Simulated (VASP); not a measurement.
# In (Pm-3m) in VASP: a series of runs

Runs on In. Level: PBE. Tasks: single point.

Program: VASP 6.6.1. These are calculated values, not measurements. Logs are shortened: lines on timing, memory, paths and dates and some standing lists are left out, and cuts for length are marked.

### Step 1. The cell of the first run

It takes space group Pm-3m (No. 221, cubic). The conventional cell has a = 4.456 Å, b = 4.456 Å, c = 4.456 Å, α = 90.00°, β = 90.00°, γ = 90.00°. In (site symmetry 4/mmm) has 8 In at 3.15 Å within 4.1 Å.

This isn't the form of In at room conditions, which is tetragonal.

### Step 2. Single point, PBE (29.50 Å³/atom)

Contents of INCAR:

```
SYSTEM = In
PREC = Accurate
ENCUT = 520
EDIFF = 1E-6
ISMEAR = 0
SIGMA = 0.1
LREAL = .FALSE.
LASPH = .TRUE.
NELM = 100
ALGO = Fast
ISIF = 2
LWAVE = .FALSE.
LCHARG = .FALSE.
GGA = PE
NBANDS = 26
```

Contents of KPOINTS:

```
regular mesh
0
G
  10 10 10
  0 0 0
```

Contents of POSCAR:

```
In
1.0
    4.4564825818      0.0000000000      0.0000000000
    0.0000000000      4.4564825818      0.0000000000
    0.0000000000      0.0000000000      4.4564825818
In
3
Direct
    0.5000000000      0.0000000000      0.0000000000
    0.0000000000      0.5000000000      0.0000000000
    0.0000000000      0.0000000000      0.5000000000
```

Potentials or basis: VASP PAW PBE potentials, release 64 (In_d).

Run with:

```bash
$ cat potpaw_PBE.64/In_d/POTCAR > POTCAR
$ mpirun -np 1 vasp_std > vasp.out
```

OUTCAR:

```text
SYSTEM = In
   PREC = Accurate
   ENCUT = 520
   EDIFF = 1E-6
   ISMEAR = 0
   LREAL = .FALSE.
   LASPH = .TRUE.
   NELM = 100
   ISIF = 2
   GGA = PE

 ion  position               nearest neighbor table
   1  0.500  0.000  0.000-   2 3.15   3 3.15   3 3.15   2 3.15   2 3.15   3 3.15   3 3.15   2 3.15

   2  0.000  0.500  0.000-   1 3.15   3 3.15   3 3.15   1 3.15   3 3.15   3 3.15   1 3.15   1 3.15

   3  0.000  0.000  0.500-   1 3.15   2 3.15   1 3.15   2 3.15   2 3.15   2 3.15   1 3.15   1 3.15

  LATTYP: Found a simple cubic cell.
 ALAT       =     4.4564825818

  Lattice vectors:

 A1 = (   4.4564825818,   0.0000000000,   0.0000000000)
 A2 = (   0.0000000000,   4.4564825818,   0.0000000000)
 A3 = (   0.0000000000,   0.0000000000,   4.4564825818)

Analysis of symmetry for initial positions (statically):
=====================================================================
 Subroutine PRICEL returns:
 Original cell was already a primitive cell.

 Routine SETGRP: Setting up the symmetry group for a
 simple cubic supercell.

 Subroutine GETGRP returns: Found 48 space group operations
 (whereof 48 operations were pure point group operations)
 out of a pool of 48 trial point group operations.

The static configuration has the point symmetry O_h .

Analysis of symmetry for dynamics (positions and initial velocities):
=====================================================================
 Subroutine PRICEL returns:
 Original cell was already a primitive cell.

 Routine SETGRP: Setting up the symmetry group for a
 simple cubic supercell.

 Subroutine GETGRP returns: Found 48 space group operations
 (whereof 48 operations were pure point group operations)
 out of a pool of 48 trial point group operations.

The dynamic configuration has the point symmetry O_h .

 Subroutine INISYM returns: Found 48 space group operations
 (whereof 48 operations are pure point group operations),
 and found     1 'primitive' translations

----------------------------------------------------------------------------------------

                                     Primitive cell

  volume of cell :      88.5068

  direct lattice vectors                    reciprocal lattice vectors
     4.456482582  0.000000000  0.000000000     0.224392216  0.000000000  0.000000000
     0.000000000  4.456482582  0.000000000     0.000000000  0.224392216  0.000000000
     0.000000000  0.000000000  4.456482582     0.000000000  0.000000000  0.224392216

  length of vectors
     4.456482582  4.456482582  4.456482582     0.224392216  0.224392216  0.224392216

  position of ions in fractional coordinates (direct lattice)
     0.500000000  0.000000000  0.000000000
     0.000000000  0.500000000  0.000000000
     0.000000000  0.000000000  0.500000000

  ion indices of the primitive-cell ions
   primitive index   ion index
                 1           1
                 2           2
                 3           3

----------------------------------------------------------------------------------------

 KPOINTS: regular mesh

Automatic generation of k-mesh.
 Grid dimensions read from file:
 generate k-points for:   10   10   10

 Generating k-lattice:

  Cartesian coordinates                     Fractional coordinates (reciprocal lattice)
     0.022439222  0.000000000  0.000000000     0.100000000  0.000000000  0.000000000
     0.000000000  0.022439222  0.000000000     0.000000000  0.100000000  0.000000000
     0.000000000  0.000000000  0.022439222     0.000000000  0.000000000  0.100000000

  Length of vectors
     0.022439222  0.022439222  0.022439222

  Shift w.r.t. Gamma in fractional coordinates (k-lattice)
     0.000000000  0.000000000  0.000000000

 Subroutine IBZKPT returns following result:
 ===========================================

 Found     56 irreducible k-points:

 Following reciprocal coordinates:
            Coordinates               Weight
  0.000000  0.000000  0.000000      1.000000
  0.100000  0.000000  0.000000      6.000000
  0.200000  0.000000  0.000000      6.000000
  0.300000  0.000000  0.000000      6.000000
  0.400000  0.000000  0.000000      6.000000
  0.500000  0.000000  0.000000      3.000000
[... 16 lines left out ...]
  0.200000  0.100000  0.100000     24.000000
  0.300000  0.100000  0.100000     24.000000
 [... further k-points ...]
   k-points           NKPTS =     56   k-points in BZ     NKDIM =     56   number of bands    NBANDS=     26
   number of dos      NEDOS =    301   number of ions     NIONS =      3
   total plane-waves  NPLWV =  46656
   dimension x,y,z NGX =    36 NGY =   36 NGZ =   36
   dimension x,y,z NGXF=    72 NGYF=   72 NGZF=   72
   ions per type =               3
   NGX,Y,Z   is equivalent  to a cutoff of  13.43, 13.43, 13.43 a.u.
   NGXF,Y,Z  is equivalent  to a cutoff of  26.86, 26.86, 26.86 a.u.
 SYSTEM =  In
   PREC   = accura    normal or accurate (medium, high low for compatibility)
   ISTART =      0    job   : 0-new  1-cont  2-samecut
   ICHARG =      2    charge: 1-file 2-atom 10-const
   ISPIN  =      1    spin polarized calculation?
   LNONCOLLINEAR =      F non collinear calculations
   LSORBIT =      F    spin-orbit coupling
   LASPH  =      T    aspherical Exc in radial PAW
   ENCUT  =  520.0 eV  38.22 Ry    6.18 a.u.   8.29  8.29  8.29*2*pi/ulx,y,z
   NELM   =    100;   NELMIN=  2; NELMDL= -5     # of ELM steps
   EDIFF  = 0.1E-05   stopping-criterion for ELM
   LREAL  =      F    real-space projection
   EDIFFG = 0.1E-04   stopping-criterion for IOM
   NSW    =      0    number of steps for IOM
   IBRION =     -1    ionic relax: 0-MD 1-quasi-New 2-CG
   NFREE  =      0    steps in history (QN), initial steepest desc. (CG)
   ISIF   =      2    stress and relaxation
   ISYM   =      2    0-nonsym 1-usesym 2-fastsym
   POTIM  = 0.5000    time-step for ionic-motion
   TEBEG  =    0.0;   TEEND  =   0.0 temperature during run
   PSTRESS=    0.0 pullay stress
   NELECT =      39.0000    total number of electrons
   NUPDOWN=      -1.0000    fix difference up-down
   EMIN   =  10.00;   EMAX   =-10.00  energy-range for DOS
   EFERMI =   0.00;   METHOD = LEGACY
   ISMEAR =     0;   SIGMA  =   0.10  broadening in eV -4-tet -1-fermi 0-gaus
   EFERMI_NEDOS =   21; number of points for ismear=-14 and -15
   IALGO  =     68    algorithm
   IMIX   =      4    mixing-type and parameters
     AMIX     =   0.40;   BMIX     =  1.00
     AMIX_MAG =   1.60;   BMIX_MAG =  1.00
  volume/ion in A,a.u.               =      29.50       199.09
  Fermi-wavevector in a.u.,A,eV,Ry     =   1.245769  2.354162 21.115428  1.551940
  Thomas-Fermi vector in A             =   2.379976
   LORBIT       =      0    0 simple, 1 ext, 2 COOP (PROOUT), +10 PAW based schemes
   GGA     = PE    functional components
   LHFCALC =     F    Hartree Fock is set to
   AEXX    =    0.0000 exact exchange contribution
   IVDW    =     0    specifies the selected vdW correction
   LEPSILON=     F    determine dielectric tensor
   LRPA    =     F    only Hartree local field effects (RPA)
 non-spin polarized calculation
 RMM-DIIS sequential band-by-band and
 Gauss-broadening in eV      SIGMA  =   0.10
  energy-cutoff  :      520.00
  volume of cell :       88.51
 maximum number of plane-waves:      2411
 NGX is ok and might be reduce to    36
   NGX = 17   NGY = 17   NGZ = 17

 number of electron      39.0000010 magnetization

 Free energy of the ion-electron system (eV)
  ---------------------------------------------------
  ext. energy  EPLUGINS =         0.00000000
  ---------------------------------------------------
  free energy    TOTEN  =        -7.37657114 eV

  energy without entropy =       -7.36726995  energy(sigma->0) =       -7.37192055

 E-fermi :   6.1516     XC(G=0):  -9.5274

 val. band max:        6.1445308525   @ k =   0.5000   0.3000   0.1000
 cond. band min:       6.1938597894   @ k =   0.2000   0.1000   0.0000
 fundamental gap:      0.0493289368
 Fermi energy:         6.1516343590

 k-point     1 :       0.0000    0.0000    0.0000
  band No.  band energies     occupation
      1      -8.7931      2.00000
      2      -8.7931      2.00000
      3      -8.7931      2.00000
      4      -8.7868      2.00000
      5      -8.5829      2.00000
      6      -8.5829      2.00000
[... 18 lines left out ...]
     25      11.6647      0.00000
     26      13.7352      0.00000

 k-point     2 :       0.1000    0.0000    0.0000
  band No.  band energies     occupation
      1      -8.7902      2.00000
      2      -8.7776      2.00000
      3      -8.7776      2.00000
      4      -8.7738      2.00000
      5      -8.5804      2.00000
      6      -8.5721      2.00000
[... 18 lines left out ...]
     25      11.4082      0.00000
     26      13.2407      0.00000

 k-point     3 :       0.2000    0.0000    0.0000
  band No.  band energies     occupation
      1      -8.7825      2.00000
      2      -8.7372      2.00000
      3      -8.7322      2.00000
      4      -8.7322      2.00000
      5      -8.5737      2.00000
      6      -8.5414      2.00000
[... 18 lines left out ...]
     25      10.6729      0.00000
     26      12.2210      0.00000

 k-point     4 :       0.3000    0.0000    0.0000
  band No.  band energies     occupation
      1      -8.7727      2.00000
      2      -8.6848      2.00000
      3      -8.6604      2.00000
      4      -8.6604      2.00000
      5      -8.5641      2.00000
      6      -8.4964      2.00000
[... 18 lines left out ...]
     25      11.2404      0.00000
     26      12.1324      0.00000
[... 496 lines left out ...]
      1      -8.7777      2.00000
      2      -8.7562      2.00000
      3      -8.7562      2.00000
      4      -8.7418      2.00000
      5      -8.5622      2.00000
      6      -8.5622      2.00000
[... 18 lines left out ...]
     25      11.9790      0.00000
     26      11.9850      0.00000

 k-point    23 :       0.2000    0.1000    0.1000
  band No.  band energies     occupation
      1      -8.7642      2.00000
      2      -8.7310      2.00000
      3      -8.7175      2.00000
      4      -8.6966      2.00000
      5      -8.5550      2.00000
      6      -8.5293      2.00000
[... 18 lines left out ...]
     25      11.5432      0.00000
     26      11.8623      0.00000

 k-point    24 :       0.3000    0.1000    0.1000
  band No.  band energies     occupation
      1      -8.7504      2.00000
      2      -8.6852      2.00000
      3      -8.6558      2.00000
      4      -8.6315      2.00000
      5      -8.5452      2.00000
      6      -8.4819      2.00000
[... 18 lines left out ...]
     25      11.5117      0.00000
     26      12.5167      0.00000

 [... further k-points ...]
[... 5 lines left out ...]
  --------------------------------------------------------------------------------------
  -------------------------------------------------------------------------------------
  Total        0.5362340      0.5362340      0.5362340      0.0000000      0.0000000     -0.0000000
  in kB        9.7070732      9.7070732      9.7070732      0.0000000      0.0000000     -0.0000000
  external PRESSURE =       9.7070732 kB  Pullay stress =       0.0000000 kB

 VOLUME and BASIS-vectors are now :
 -----------------------------------------------------------------------------
  energy-cutoff  :      520.00
  volume of cell :       88.51
      direct lattice vectors                 reciprocal lattice vectors
     4.456482582  0.000000000  0.000000000     0.224392216  0.000000000  0.000000000
     0.000000000  4.456482582  0.000000000     0.000000000  0.224392216  0.000000000
     0.000000000  0.000000000  4.456482582     0.000000000  0.000000000  0.224392216

 POSITION                                       TOTAL-FORCE (eV/Angst)
 -----------------------------------------------------------------------------------
      2.22824      0.00000      0.00000         0.000000      0.000000      0.000000
      0.00000      2.22824      0.00000         0.000000      0.000000      0.000000
      0.00000      0.00000      2.22824         0.000000      0.000000      0.000000
 -----------------------------------------------------------------------------------
    total drift:                                0.000000      0.000000     -0.000000

  FREE ENERGIE OF THE ION-ELECTRON SYSTEM (eV)
  ---------------------------------------------------
  free  energy   TOTEN  =        -7.3765711440 eV

  energy  without entropy=       -7.3672699524  energy(sigma->0) =       -7.37192055
```

Wall time 53 s (1 thread of Intel Xeon 6975P-C (Granite Rapids), shared host); peak memory 0.25 GiB.

What came out:

```
Free energy            : -7.3766 eV
Pressure               : 1.0 GPa
Band gap on the k mesh : zero (an odd number of electrons rules out a gap without spin polarisation)
```

Caveat: spin-orbit coupling is left out, which moves the levels of the heavy elements.

[end of part 1 of 2]
